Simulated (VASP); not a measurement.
# BW5 (F-43m) in VASP: further runs, part 2 of 2

VASP 6.6.1. Earlier steps stand in the parts before.

### Step 3. Relaxation of cell and atoms, PBE

The input, INCAR:

```
PREC = Accurate ; ENCUT = 600
EDIFF = 1E-6 ; ISMEAR = 0
SIGMA = 0.1 ; LREAL = F
LASPH = T ; NELM = 100
ALGO = Normal ; ISIF = 3
LWAVE = F ; LCHARG = F
GGA = PE ; IBRION = 2
NSW = 100 ; EDIFFG = -0.01
```

The input, KPOINTS:

```
regular mesh
0
Gamma
  10 10 10
```

The input, POSCAR:

```
BW5
1.0
    0.0000000000      3.6594690796      3.6594690796
    3.6594690796      0.0000000000      3.6594690796
    3.6594690796      3.6594690796      0.0000000000
B W
1 5
Direct
    0.0000000000      0.0000000000      0.0000000000
    0.2500000000      0.2500000000      0.2500000000
    0.6255227320      0.6255227320      0.6255227320
    0.1234318041      0.6255227320      0.6255227320
    0.6255227320      0.6255227320      0.1234318041
    0.6255227320      0.1234318041      0.6255227320
```

Potentials or basis: VASP PAW PBE potentials, release 64 (B, W_sv).

Command:

```bash
$ cat potpaw_PBE.64/B/POTCAR potpaw_PBE.64/W_sv/POTCAR > POTCAR
$ mpirun -np 1 vasp_std > vasp.out
```

OUTCAR:

```text
PREC = Accurate
   ENCUT = 600
   EDIFF = 1E-6
   ISMEAR = 0
   LREAL = F
   LASPH = T
   NELM = 100
   ISIF = 3
   GGA = PE
   IBRION = 2
   NSW = 100
   EDIFFG = -0.01

 ion  position               nearest neighbor table
   1  0.000  0.000  0.000-
   2  0.250  0.250  0.250-   4 3.04   6 3.04   4 3.04   5 3.04   5 3.04   6 3.04   3 3.04   3 3.04
                             3 3.04   6 3.04   4 3.04   5 3.04
   3  0.626  0.626  0.626-   4 2.58   5 2.58   6 2.58   5 2.60   6 2.60   4 2.60   2 3.04   2 3.04
                             2 3.04
   4  0.123  0.626  0.626-   3 2.58   5 2.58   6 2.58   3 2.60   5 2.60   6 2.60   2 3.04   2 3.04
                             2 3.04
   5  0.626  0.626  0.123-   3 2.58   4 2.58   6 2.58   3 2.60   6 2.60   4 2.60   2 3.04   2 3.04
                             2 3.04
   6  0.626  0.123  0.626-   3 2.58   4 2.58   5 2.58   5 2.60   3 2.60   4 2.60   2 3.04   2 3.04
                             2 3.04

  LATTYP: Found a face centered cubic cell.
 ALAT       =     7.3189381592

  Lattice vectors:

 A1 = (   0.0000000000,   3.6594690796,   3.6594690796)
 A2 = (   3.6594690796,   0.0000000000,   3.6594690796)
 A3 = (   3.6594690796,   3.6594690796,   0.0000000000)

[... 185 lines left out ...]

------------------------ aborting loop because EDIFF is reached ----------------------------------------

  FORCE on cell =-STRESS in cart. coord.  units (eV):
  Direction    XX          YY          ZZ          XY          YZ          ZX
  --------------------------------------------------------------------------------------
  -------------------------------------------------------------------------------------
  Total        0.5466397      0.5466397      0.5466397      0.0000000      0.0000000      0.0000000
  in kB        8.9356775      8.9356775      8.9356775      0.0000000      0.0000000      0.0000000
  external PRESSURE =       8.9356775 kB  Pullay stress =       0.0000000 kB
[... 67 lines left out ...]
--------------------------------------- Ionic step        3  -------------------------------------------

 number of electron      73.0000003 magnetization

 Free energy of the ion-electron system (eV)
  ---------------------------------------------------
  ext. energy  EPLUGINS =         0.00000000
  ---------------------------------------------------
  free energy    TOTEN  =       -64.71336053 eV

  energy without entropy =      -64.69801989  energy(sigma->0) =      -64.70569021

 E-fermi :   9.3656     XC(G=0): -12.6946

 val. band max:        9.3596313718   @ k =  -0.4000   0.3000   0.1000
 cond. band min:       9.4024234829   @ k =  -0.3000   0.4000   0.2000
 fundamental gap:      0.0427921112
 Fermi energy:         9.3655527468

 k-point     1 :       0.0000    0.0000    0.0000
  band No.  band energies     occupation
      1     -65.1270      2.00000
      2     -64.7036      2.00000
      3     -64.4696      2.00000
      4     -64.4696      2.00000
      5     -64.4696      2.00000
      6     -30.3404      2.00000
[... 1093 lines left out ...]
     42      11.3334      0.00000
     43      11.6842      0.00000

 [... further k-points ...]
[... 5 lines left out ...]
  --------------------------------------------------------------------------------------
  -------------------------------------------------------------------------------------
  Total       -0.0043434     -0.0043434     -0.0043434      0.0000000      0.0000000      0.0000000
  in kB       -0.0707363     -0.0707363     -0.0707363      0.0000000      0.0000000      0.0000000
  external PRESSURE =      -0.0707363 kB  Pullay stress =       0.0000000 kB
[... 21 lines left out ...]
  FREE ENERGIE OF THE ION-ELECTRON SYSTEM (eV)
  ---------------------------------------------------
  free  energy   TOTEN  =       -64.7133605328 eV

  energy  without entropy=      -64.6980198896  energy(sigma->0) =      -64.70569021

 reached required accuracy - stopping structural energy minimisation
```

OSZICAR:

```text
N       E                     dE             d eps       ncg     rms          rms(c)
DAV:   1     0.104038626261E+04    0.10404E+04   -0.46763E+04  4042   0.214E+03
[... 26 lines left out ...]
DAV:   1    -0.647743528198E+02   -0.68024E-01   -0.16848E+00  4199   0.114E+01    0.300E+00
DAV:   2    -0.647222386493E+02    0.52114E-01   -0.18251E-01  4423   0.272E+00    0.759E-01
DAV:   3    -0.647136888772E+02    0.85498E-02   -0.24957E-02  4375   0.101E+00    0.400E-01
DAV:   4    -0.647133973944E+02    0.29148E-03   -0.25530E-03  5281   0.351E-01    0.320E-01
DAV:   5    -0.647133956970E+02    0.16974E-05   -0.16077E-03  5337   0.254E-01    0.223E-01
DAV:   6    -0.647133594012E+02    0.36296E-04   -0.86150E-04  5165   0.211E-01    0.328E-02
DAV:   7    -0.647133610642E+02   -0.16630E-05   -0.72195E-05  5146   0.550E-02    0.592E-03
DAV:   8    -0.647133605328E+02    0.53145E-06   -0.36044E-06  4198   0.107E-02
   3 F= -.64713361E+02 E0= -.64705690E+02  d E =-.111062E-02
```

It took 5.3 min on 1 thread of Intel Xeon 6975P-C (Granite Rapids), shared host; peak memory 0.38 GiB.

Results:

| Property | Result |
| --- | --- |
| Free energy | -64.7134 eV |
| Relaxed volume | 16.40 Å³/atom |
| Relaxed cell | a = 5.182 Å, b = 5.182 Å, c = 5.182 Å, α = 60.00°, β = 60.00°, γ = 60.00° |
| Space group after relaxing (to 0.05 Å) | F-43m (No. 216) |
| Energy gained by relaxing | 0.2 meV/atom |
| Ionic steps | 3 |
| Pressure after relaxing | 0.0 GPa |
| Largest force after relaxing | 0.006 eV/Å |

Forces on the atoms (eV/Å):
```
B    0.000  0.000  0.000
W    0.000  0.000  0.000
W   -0.004 -0.004 -0.004
W   -0.004  0.004  0.004
W    0.004  0.004 -0.004
W    0.004 -0.004  0.004
```

The path:
```csv
step,energy change (eV),largest force (eV/Å),pressure (GPa),volume (Å³)
1,0.0000,0.0598,0.89,98.01
2,0.0059,0.1217,-2.21,99.31
3,-0.0011,0.0062,-0.01,98.38
```

Final structure:
```
B W
1.0
     0.00000    3.66402    3.66402
     3.66402    0.00000    3.66402
     3.66402    3.66402    0.00000
B W
1 5
Direct
  0.00000 0.00000 0.00000
  0.25000 0.25000 0.25000
  0.62546 0.62546 0.62546
  0.12363 0.62546 0.62546
  0.62546 0.62546 0.12363
  0.62546 0.12363 0.62546
```

Levels at points of the mesh, in eV from the Fermi level:
| k point | band 34 | band 35 | band 36 | band 37 | band 38 | band 39 |
| --- | --- | --- | --- | --- | --- | --- |
| (0.00, 0.00, 0.00) | -1.09 | -1.08 | -1.08 | 1.71 | 1.71 | 1.71 |
| (0.50, 0.00, 0.00) | -1.55 | -1.23 | -1.23 | -0.15 | 1.04 | 1.04 |
| (0.50, 0.50, 0.00) | -1.43 | -1.43 | -0.76 | -0.76 | -0.40 | 0.42 |

Caveat: spin-orbit coupling is left out, which moves the levels of the heavy elements.
